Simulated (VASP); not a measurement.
# Al (Immm) in VASP: further runs, part 2 of 2

VASP 6.6.1. The steps go on from the part before.

## Step 3: Single point, PBE (strain -0.0500 x Voigt [0, 0, 0, 0, 0, 1])

Input file INCAR:

```
SYSTEM = Al
ALGO = Fast
EDIFF = 1E-6
ENCUT = 520
GGA = PE
ISIF = 2
ISMEAR = 0
LASPH = .TRUE.
LCHARG = .FALSE.
LREAL = .FALSE.
LWAVE = .FALSE.
NBANDS = 8
NELM = 80
PREC = Accurate
SIGMA = 0.15
```

Input file KPOINTS:

```
k-points
0
G
  20 20 20
  0 0 0
```

Input file POSCAR:

```
Al
1.0
   -0.0505995000      2.0239800000      2.0239800000
    2.0239800000     -0.0505995000      2.0239800000
    1.9733805000      1.9733805000      0.0000000000
Al
1
Direct
    0.0000000000      0.0000000000      0.0000000000
```

Potentials or basis: VASP PAW PBE potentials, release 64 (Al).

Launch:

```sh
$ cat potpaw_PBE.64/Al/POTCAR > POTCAR
$ mpirun -np 1 vasp_std > vasp.out
```

Wall time 1.7 min (1 thread of Intel Xeon 8259CL, shared host); peak memory 0.25 GiB.

The run converged. Its results:

| Property | Result |
| --- | --- |
| Free energy | -3.7435 eV |
| Pressure | -0.2 GPa |
| Band gap on the k mesh | zero (an odd number of electrons rules out a gap without spin polarisation) |

Stress tensor (GPa, compression positive):
```
 0.15  1.58  0.00
 1.58  0.15  0.00
 0.00  0.00 -0.97
```

Levels at points of the mesh, in eV from the Fermi level:
```csv
k point,band 1,band 2,band 3,band 4
"(0.00, 0.00, 0.00)",-11.12,11.81,12.51,13.20
"(0.50, 0.00, 0.00)",-4.72,-4.69,11.27,11.49
"(0.50, 0.50, 0.00)",-2.93,-1.62,4.69,5.10
"(0.00, 0.00, 0.50)",-4.46,-4.08,10.76,10.77
"(0.50, 0.00, 0.50)",-2.92,-1.60,5.25,5.57
```

Caveat: the cell differs from its parent crystal (strain -0.0500 x Voigt [0, 0, 0, 0, 0, 1]).

## Step 4: Single point, PBE (strain +0.0250 x Voigt [0, 0, 0, 0, 0, 1])

Input file INCAR:

```
  PREC = Accurate
  ENCUT = 520
  EDIFF = 1E-6
  ISMEAR = 0
  SIGMA = 0.15
  LREAL = F
  LASPH = T
  NELM = 80
  ALGO = Fast
  ISIF = 2
  LWAVE = F
  LCHARG = F
  GGA = PE
  NBANDS = 8
```

Input file KPOINTS:

```
Automatic mesh
0
Gamma
  20 20 20
```

Input file POSCAR:

```
Al
1.0
    0.0252997500      2.0239800000      2.0239800000
    2.0239800000      0.0252997500      2.0239800000
    2.0492797500      2.0492797500      0.0000000000
Al
1
Direct
    0.0000000000      0.0000000000      0.0000000000
```

Potentials or basis: VASP PAW PBE potentials, release 64 (Al).

Launch:

```sh
$ cat potpaw_PBE.64/Al/POTCAR > POTCAR
$ mpirun -np 1 vasp_std > vasp.out
```

OUTCAR:

```text
PREC = Accurate
   ENCUT = 520
   EDIFF = 1E-6
   ISMEAR = 0
   LREAL = F
   LASPH = T
   NELM = 80
   ISIF = 2
   GGA = PE

 ion  position               nearest neighbor table
   1  0.000  0.000  0.000-

  LATTYP: Found a body centered orthorhombic cell.
 ALAT       =     2.8265607164
 B/A-ratio  =     1.0253164557
 C/A-ratio  =     1.4321149999

  Lattice vectors:

 A1 = (   2.0239800000,   0.0252997500,  -2.0239800000)
[... 445 lines left out ...]
      7      22.5902      0.00000
      8      25.3884      0.00000

 [... further k-points ...]

------------------------ aborting loop because EDIFF is reached ----------------------------------------

  FORCE on cell =-STRESS in cart. coord.  units (eV):
  Direction    XX          YY          ZZ          XY          YZ          ZX
  --------------------------------------------------------------------------------------
  -------------------------------------------------------------------------------------
  Total       -0.0243808     -0.0243808     -0.0734984     -0.0796774      0.0000000      0.0000000
  in kB       -2.3560145     -2.3560145     -7.1024407     -7.6995457      0.0000000      0.0000000
  external PRESSURE =      -3.9381566 kB  Pullay stress =       0.0000000 kB

 VOLUME and BASIS-vectors are now :
 -----------------------------------------------------------------------------
  energy-cutoff  :      520.00
  volume of cell :       16.58
      direct lattice vectors                 reciprocal lattice vectors
     0.025299750  2.023980000  2.023980000    -0.250165078  0.250165078  0.247038014
     2.023980000  0.025299750  2.023980000     0.250165078 -0.250165078  0.247038014
     2.049279750  2.049279750  0.000000000     0.243988162  0.243988162 -0.247038014

 POSITION                                       TOTAL-FORCE (eV/Angst)
 -----------------------------------------------------------------------------------
      0.00000      0.00000      0.00000         0.000000      0.000000     -0.000000
 -----------------------------------------------------------------------------------
    total drift:                                0.000000      0.000000     -0.000000

  FREE ENERGIE OF THE ION-ELECTRON SYSTEM (eV)
  ---------------------------------------------------
  free  energy   TOTEN  =        -3.7465850775 eV

  energy  without entropy=       -3.7417019552  energy(sigma->0) =       -3.74414352
```

It took 2 min on 1 thread of Intel Xeon 8259CL, shared host; peak memory 0.25 GiB.

Results:

* Free energy: -3.7466 eV
* Pressure: -0.4 GPa
* Band gap on the k mesh: zero (an odd number of electrons rules out a gap without spin polarisation)

Levels at points of the mesh, in eV from the Fermi level:
```
           k point  band 1  band 2  band 3  band 4  band 5  band 6
(0.00, 0.00, 0.00)  -11.13   12.18   12.55   12.96   13.60   13.94
(0.50, 0.00, 0.00)   -4.54   -4.25   11.03   11.07   11.21   11.48
(0.50, 0.50, 0.00)   -2.94   -1.63    5.10    5.19    6.00    9.04
(0.00, 0.00, 0.50)   -4.67   -4.55   11.33   11.42   11.65   11.77
(0.50, 0.00, 0.50)   -2.94   -1.62    5.23    5.55    5.55    9.00
```

Caveat: the cell differs from its parent crystal (strain +0.0250 x Voigt [0, 0, 0, 0, 0, 1]).

## Step 5: Single point, PBE (strain +0.0625 x Voigt [0, 0, 0, 0, 0, 1])

Input file INCAR:

```
PREC     = Accurate       # precision mode
ENCUT    = 520            # plane-wave cutoff, eV
EDIFF    = 1E-6           # SCF threshold, eV
ISMEAR   = 0              # smearing method
SIGMA    = 0.15           # smearing width, eV
LREAL    = False          # projectors in reciprocal space
LASPH    = True           # aspherical terms in the spheres
NELM     = 80             # most SCF steps
ALGO     = Fast           # electronic algorithm
ISIF     = 2              # what is computed and relaxed
LWAVE    = False          # write WAVECAR
LCHARG   = False          # write CHGCAR
GGA      = PE             # functional
NBANDS   = 8              # bands
```

KPOINTS is that of step 4.

Input file POSCAR:

```
Al
1.0
    0.0632493750      2.0239800000      2.0239800000
    2.0239800000      0.0632493750      2.0239800000
    2.0872293750      2.0872293750      0.0000000000
Al
1
Direct
    0.0000000000      0.0000000000      0.0000000000
```

Launch:

```sh
$ cat potpaw_PBE.64/Al/POTCAR > POTCAR
$ mpirun -np 1 vasp_std > vasp.out
```

Wall time 1.7 min (1 thread of Intel Xeon 8259CL, shared host); peak memory 0.24 GiB.

The run converged. Its results:

```yaml
Free_energy: -3.7412 eV
Pressure: -0.1 GPa
Band_gap_on_the_k_mesh: zero (an odd number of electrons rules out a gap without spin polarisation)
```

Stress tensor (GPa, compression positive):
```
 0.36 -1.97  0.00
-1.97  0.36  0.00
 0.00  0.00 -0.98
```

Levels at points of the mesh, in eV from the Fermi level:
```tsv
k point	band 1	band 2	band 3	band 4	band 5
(0.00, 0.00, 0.00)	-11.12	11.64	12.48	13.00	13.61
(0.50, 0.00, 0.00)	-4.42	-3.99	10.60	10.64	11.02
(0.50, 0.50, 0.00)	-2.93	-1.63	4.49	5.03	6.73
(0.00, 0.00, 0.50)	-4.76	-4.75	11.23	11.51	12.18
(0.50, 0.00, 0.50)	-2.92	-1.59	5.25	5.58	5.58
```

Caveat: the cell differs from its parent crystal (strain +0.0625 x Voigt [0, 0, 0, 0, 0, 1]).

## Step 6: Overview

| cell | gap on the mesh (eV) | pressure (GPa) |
| --- | --- | --- |
| a = 2.863, b = 2.863, c = 2.970 Å, angles 58.8, 58.8, 57.5°, 1 atom | none | 0.1 |
| a = 2.863, b = 2.863, c = 2.791 Å, angles 60.8, 60.8, 61.7°, 1 atom | none | -0.2 |
| a = 2.862, b = 2.862, c = 2.898 Å, angles 59.6, 59.6, 59.2°, 1 atom | none | -0.4 |
| a = 2.863, b = 2.863, c = 2.952 Å, angles 59.0, 59.0, 57.9°, 1 atom | none | -0.1 |

Alike in all rows: task single point; level PBE; potentials or basis VASP PAW PBE potentials, release 64 (Al); no spin polarisation; k mesh 20 × 20 × 20; cutoff (eV) 520; smearing gaussian 0.15 eV.

Absolute energies hang on the potentials; compare differences alone.
